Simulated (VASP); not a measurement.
# K (P6/mmm) in VASP: further runs

Runs on K. Level: PBE. Tasks: single point.

All numbers are computed with VASP 6.6.1; they aren't measurements. Logs are shortened: lines on timing, memory, paths and dates and some standing lists are left out, and cuts for length are marked.

## (1) The cell of the first run

It takes space group P6/mmm (No. 191, hexagonal). Conventional cell: a = 4.224 Å, b = 4.224 Å, c = 3.971 Å, α = 90.00°, β = 90.00°, γ = 120.00°. Within 5.2 Å of K (site symmetry 6/mmm) lie 8 K at 3.97 to 4.22 Å.

## (2) Single point, PBE

Input file INCAR:

```
PREC = Accurate ; ENCUT = 520
EDIFF = 1E-6 ; ISMEAR = -1
SIGMA = 0.08 ; LREAL = False
LASPH = True ; NELM = 80
ALGO = Normal ; ISIF = 2
LWAVE = False ; LCHARG = False
GGA = PE ; NBANDS = 10
```

Input file KPOINTS:

```
regular mesh
0
Gamma
  10 10 9
```

Input file POSCAR:

```
K
1.0
    4.2240260161      0.0000000000      0.0000000000
   -2.1120130081      3.6581138362      0.0000000000
    0.0000000000      0.0000000000      3.9705844552
K
1
Direct
    0.0000000000      0.0000000000      0.0000000000
```

Potentials or basis: VASP PAW PBE potentials, release 64 (K_sv).

On the command line:

```bash
> cat potpaw_PBE.64/K_sv/POTCAR > POTCAR
> mpirun -np 1 vasp_std > vasp.out
```

OUTCAR:

```text
PREC = Accurate
   ENCUT = 520
   EDIFF = 1E-6
   ISMEAR = -1
   LREAL = False
   LASPH = True
   NELM = 80
   ISIF = 2
   GGA = PE

 ion  position               nearest neighbor table
   1  0.000  0.000  0.000-

  LATTYP: Found a hexagonal cell.
 ALAT       =     4.2240260161
 C/A-ratio  =     0.9400000000

  Lattice vectors:

 A1 = (   4.2240260161,   0.0000000000,   0.0000000000)
 A2 = (  -2.1120130081,   3.6581138362,   0.0000000000)
 A3 = (   0.0000000000,   0.0000000000,   3.9705844552)

Analysis of symmetry for initial positions (statically):
[... 6 lines left out ...]

 Subroutine GETGRP returns: Found 24 space group operations
 (whereof 24 operations were pure point group operations)
 out of a pool of 24 trial point group operations.

The static configuration has the point symmetry D_6h.

Analysis of symmetry for dynamics (positions and initial velocities):
[... 6 lines left out ...]

 Subroutine GETGRP returns: Found 24 space group operations
 (whereof 24 operations were pure point group operations)
 out of a pool of 24 trial point group operations.

The dynamic configuration has the point symmetry D_6h.

 Subroutine INISYM returns: Found 24 space group operations
 (whereof 24 operations are pure point group operations),
 and found     1 'primitive' translations

----------------------------------------------------------------------------------------

                                     Primitive cell

  volume of cell :      61.3533

  direct lattice vectors                    reciprocal lattice vectors
     4.224026016  0.000000000  0.000000000     0.236740966  0.136682461  0.000000000
    -2.112013008  3.658113836  0.000000000     0.000000000  0.273364921  0.000000000
     0.000000000  0.000000000  3.970584455     0.000000000  0.000000000  0.251852092

  length of vectors
     4.224026016  4.224026016  3.970584455     0.273364921  0.273364921  0.251852092

  position of ions in fractional coordinates (direct lattice)
     0.000000000  0.000000000  0.000000000

  ion indices of the primitive-cell ions
   primitive index   ion index
                 1           1

----------------------------------------------------------------------------------------

 KPOINTS: regular mesh

Automatic generation of k-mesh.
 Grid dimensions read from file:
 generate k-points for:   10   10    9

 Generating k-lattice:

  Cartesian coordinates                     Fractional coordinates (reciprocal lattice)
     0.023674097  0.013668246  0.000000000     0.100000000 -0.000000000  0.000000000
     0.000000000  0.027336492  0.000000000     0.000000000  0.100000000  0.000000000
     0.000000000  0.000000000  0.027983566     0.000000000  0.000000000  0.111111111

  Length of vectors
     0.027336492  0.027336492  0.027983566

  Shift w.r.t. Gamma in fractional coordinates (k-lattice)
     0.000000000  0.000000000  0.000000000

 Subroutine IBZKPT returns following result:
 ===========================================

 Found     70 irreducible k-points:

 Following reciprocal coordinates:
            Coordinates               Weight
  0.000000  0.000000  0.000000      1.000000
  0.100000 -0.000000  0.000000      6.000000
  0.200000 -0.000000  0.000000      6.000000
  0.300000 -0.000000  0.000000      6.000000
  0.400000 -0.000000  0.000000      6.000000
  0.500000 -0.000000  0.000000      3.000000
[... 16 lines left out ...]
  0.300000  0.100000  0.111111     24.000000
  0.400000  0.100000  0.111111     24.000000
 [... further k-points ...]
   k-points           NKPTS =     70   k-points in BZ     NKDIM =     70   number of bands    NBANDS=     10
   number of dos      NEDOS =    301   number of ions     NIONS =      1
   total plane-waves  NPLWV =  30720
   dimension x,y,z NGX =    32 NGY =   32 NGZ =   30
   dimension x,y,z NGXF=    64 NGYF=   64 NGZF=   60
   ions per type =               1
   NGX,Y,Z   is equivalent  to a cutoff of  12.59, 12.59, 12.56 a.u.
   NGXF,Y,Z  is equivalent  to a cutoff of  25.19, 25.19, 25.12 a.u.
 SYSTEM =  unknown system
   PREC   = accura    normal or accurate (medium, high low for compatibility)
   ISTART =      0    job   : 0-new  1-cont  2-samecut
   ICHARG =      2    charge: 1-file 2-atom 10-const
   ISPIN  =      1    spin polarized calculation?
   LNONCOLLINEAR =      F non collinear calculations
   LSORBIT =      F    spin-orbit coupling
   LASPH  =      T    aspherical Exc in radial PAW
   ENCUT  =  520.0 eV  38.22 Ry    6.18 a.u.   7.85  7.85  7.38*2*pi/ulx,y,z
   NELM   =     80;   NELMIN=  2; NELMDL= -5     # of ELM steps
   EDIFF  = 0.1E-05   stopping-criterion for ELM
   LREAL  =      F    real-space projection
   EDIFFG = 0.1E-04   stopping-criterion for IOM
   NSW    =      0    number of steps for IOM
   IBRION =     -1    ionic relax: 0-MD 1-quasi-New 2-CG
   NFREE  =      0    steps in history (QN), initial steepest desc. (CG)
   ISIF   =      2    stress and relaxation
   ISYM   =      2    0-nonsym 1-usesym 2-fastsym
   POTIM  = 0.5000    time-step for ionic-motion
   TEBEG  =    0.0;   TEEND  =   0.0 temperature during run
   PSTRESS=    0.0 pullay stress
   NELECT =       9.0000    total number of electrons
   NUPDOWN=      -1.0000    fix difference up-down
   EMIN   =  10.00;   EMAX   =-10.00  energy-range for DOS
   EFERMI =   0.00;   METHOD = LEGACY
   ISMEAR =    -1;   SIGMA  =   0.08  broadening in eV -4-tet -1-fermi 0-gaus
   EFERMI_NEDOS =   21; number of points for ismear=-14 and -15
   IALGO  =     38    algorithm
   IMIX   =      4    mixing-type and parameters
     AMIX     =   0.40;   BMIX     =  1.00
     AMIX_MAG =   1.60;   BMIX_MAG =  1.00
  volume/ion in A,a.u.               =      61.35       414.03
  Fermi-wavevector in a.u.,A,eV,Ry     =   0.863395  1.631580 10.142478  0.745451
  Thomas-Fermi vector in A             =   1.981339
   LORBIT       =      0    0 simple, 1 ext, 2 COOP (PROOUT), +10 PAW based schemes
   GGA     = PE    functional components
   LHFCALC =     F    Hartree Fock is set to
   AEXX    =    0.0000 exact exchange contribution
   IVDW    =     0    specifies the selected vdW correction
   LEPSILON=     F    determine dielectric tensor
   LRPA    =     F    only Hartree local field effects (RPA)
 non-spin polarized calculation
  energy-cutoff  :      520.00
  volume of cell :       61.35
 maximum number of plane-waves:      1669
 NGX is ok and might be reduce to    32

 number of electron       9.0000000 magnetization

 Free energy of the ion-electron system (eV)
  ---------------------------------------------------
  ext. energy  EPLUGINS =         0.00000000
  ---------------------------------------------------
  free energy    TOTEN  =        -0.95323143 eV

  energy without entropy =       -0.93619876  energy(sigma->0) =       -0.94471509

 E-fermi :   0.3505     XC(G=0):  -6.1056

 val. band max:        0.2916021329   @ k =   0.3000   0.2000   0.1111
 cond. band min:       0.3538408994   @ k =   0.2000  -0.0000   0.4444
 fundamental gap:      0.0622387665
 Fermi energy:         0.3504681433

 k-point     1 :       0.0000    0.0000    0.0000
  band No.  band energies     occupation
      1     -31.8323      2.00000
      2     -15.2502      2.00000
      3     -15.2502      2.00000
      4     -15.2416      2.00000
      5      -2.0829      2.00000
      6       3.3508      0.00000
      7       4.6742      0.00000
      8       4.6742      0.00000
      9       7.1610      0.00000
     10       7.1615      0.00000

 k-point     2 :       0.1000   -0.0000    0.0000
  band No.  band energies     occupation
      1     -31.8312      2.00000
      2     -15.2650      2.00000
      3     -15.2536      2.00000
      4     -15.2401      2.00000
      5      -1.9489      2.00000
      6       3.3990      0.00000
      7       4.2926      0.00000
      8       4.7839      0.00000
      9       6.6917      0.00000
     10       7.1272      0.00000

 k-point     3 :       0.2000   -0.0000    0.0000
  band No.  band energies     occupation
      1     -31.8285      2.00000
      2     -15.3033      2.00000
      3     -15.2624      2.00000
      4     -15.2360      2.00000
      5      -1.5582      2.00000
      6       3.4474      0.00000
      7       3.5652      0.00000
      8       5.1028      0.00000
      9       6.1503      0.00000
     10       7.0414      0.00000

 k-point     4 :       0.3000   -0.0000    0.0000
  band No.  band energies     occupation
      1     -31.8251      2.00000
      2     -15.3501      2.00000
      3     -15.2732      2.00000
      4     -15.2310      2.00000
      5      -0.9425      2.00000
      6       2.6285      0.00000
      7       3.5583      0.00000
      8       5.5998      0.00000
      9       5.7496      0.00000
     10       6.9419      0.00000

 k-point     5 :       0.4000   -0.0000    0.0000
  band No.  band energies     occupation
      1     -31.8223      2.00000
      2     -15.3873      2.00000
      3     -15.2819      2.00000
      4     -15.2269      2.00000
      5      -0.1525      1.99629
      6       1.7193      0.00000
      7       3.4860      0.00000
      8       5.5069      0.00000
      9       6.2158      0.00000
     10       6.8618      0.00000

 k-point     6 :       0.5000   -0.0000    0.0000
  band No.  band energies     occupation
      1     -31.8213      2.00000
      2     -15.4015      2.00000
      3     -15.2852      2.00000
      4     -15.2253      2.00000
      5       0.6286      0.05997
      6       0.9026      0.00201
      7       3.4302      0.00000
      8       5.4257      0.00000
      9       6.7068      0.00000
     10       6.8331      0.00000
[... 183 lines left out ...]
 k-point    21 :       0.1000    0.1000    0.1111
  band No.  band energies     occupation
      1     -31.8280      2.00000
      2     -15.2884      2.00000
      3     -15.2588      2.00000
      4     -15.2586      2.00000
      5      -1.5521      2.00000
      6       3.4249      0.00000
      7       3.8236      0.00000
      8       4.9974      0.00000
      9       5.8950      0.00000
     10       6.7144      0.00000

 k-point    22 :       0.2000    0.1000    0.1111
  band No.  band energies     occupation
      1     -31.8249      2.00000
      2     -15.3280      2.00000
      3     -15.2712      2.00000
      4     -15.2537      2.00000
      5      -1.0544      2.00000
      6       3.0887      0.00000
      7       3.5579      0.00000
      8       5.0640      0.00000
      9       5.7262      0.00000
     10       6.5471      0.00000

 k-point    23 :       0.3000    0.1000    0.1111
  band No.  band energies     occupation
      1     -31.8218      2.00000
      2     -15.3668      2.00000
      3     -15.2836      2.00000
      4     -15.2488      2.00000
      5      -0.3579      1.99971
      6       2.2747      0.00000
      7       3.5385      0.00000
      8       5.0276      0.00000
      9       5.8860      0.00000
     10       6.5439      0.00000

 k-point    24 :       0.4000    0.1000    0.1111
  band No.  band energies     occupation
      1     -31.8199      2.00000
      2     -15.3906      2.00000
      3     -15.2913      2.00000
      4     -15.2457      2.00000
      5       0.4787      0.33523
      6       1.3918      0.00000
      7       3.4195      0.00000
      8       5.1312      0.00000
      9       5.8631      0.00000
     10       6.8969      0.00000

 [... further k-points ...]
[... 5 lines left out ...]
  --------------------------------------------------------------------------------------
  -------------------------------------------------------------------------------------
  Total        0.4192293      0.4192293      0.3713400     -0.0000000     -0.0000000     -0.0000000
  in kB       10.9477277     10.9477277      9.6971495     -0.0000000     -0.0000000     -0.0000000
  external PRESSURE =      10.5308683 kB  Pullay stress =       0.0000000 kB

 VOLUME and BASIS-vectors are now :
 -----------------------------------------------------------------------------
  energy-cutoff  :      520.00
  volume of cell :       61.35
      direct lattice vectors                 reciprocal lattice vectors
     4.224026016  0.000000000  0.000000000     0.236740966  0.136682461  0.000000000
    -2.112013008  3.658113836  0.000000000     0.000000000  0.273364921  0.000000000
     0.000000000  0.000000000  3.970584455     0.000000000  0.000000000  0.251852092

 POSITION                                       TOTAL-FORCE (eV/Angst)
 -----------------------------------------------------------------------------------
      0.00000      0.00000      0.00000         0.000000      0.000000      0.000000
 -----------------------------------------------------------------------------------
    total drift:                                0.000000      0.000000     -0.000000

  FREE ENERGIE OF THE ION-ELECTRON SYSTEM (eV)
  ---------------------------------------------------
  free  energy   TOTEN  =        -0.9532314312 eV

  energy  without entropy=       -0.9361987567  energy(sigma->0) =       -0.94471509
```

Run time: 42 s. Hardware: 1 thread of Intel Xeon 8259CL, shared host; peak memory 0.2 GiB.

What came out:

* Free energy: -0.9532 eV
* Pressure: 1.1 GPa

## (3) Single point, PBE

Input file INCAR:

```
SYSTEM = K
PREC = Accurate ; ENCUT = 520
EDIFF = 1E-6 ; ISMEAR = -1
SIGMA = 0.08 ; LREAL = .FALSE.
LASPH = .TRUE. ; NELM = 60
ALGO = Normal ; ISIF = 2
LWAVE = .FALSE. ; LCHARG = .FALSE.
GGA = PE ; NBANDS = 10
```

Input file KPOINTS:

```
regular mesh
0
G
  10 10 9
  0 0 0
```

POSCAR is that of step 2.

Potentials or basis: VASP PAW PBE potentials, release 64 (K_sv).

On the command line:

```bash
> cat potpaw_PBE.64/K_sv/POTCAR > POTCAR
> mpirun -np 1 vasp_std > vasp.out
```

It took 41 s on 1 thread of Intel Xeon 8259CL, shared host; peak memory 0.19 GiB.

It converged, with:

| Property | Result |
| --- | --- |
| Free energy | -0.9532 eV |
| Pressure | 1.1 GPa |

Stress tensor (GPa, compression positive):
```
1.09 0.00 0.00
0.00 1.09 0.00
0.00 0.00 0.97
```

Levels at points of the mesh, in eV from the Fermi level:
```
           k point  band 1  band 2  band 3  band 4  band 5  band 6  band 7  band 8  band 9  band 10
(0.00, 0.00, 0.00)  -32.18  -15.60  -15.60  -15.59   -2.43    3.00    4.32    4.32    6.81     6.81
(0.50, 0.00, 0.00)  -32.17  -15.75  -15.64  -15.58    0.28    0.55    3.08    5.08    6.36     6.48
```
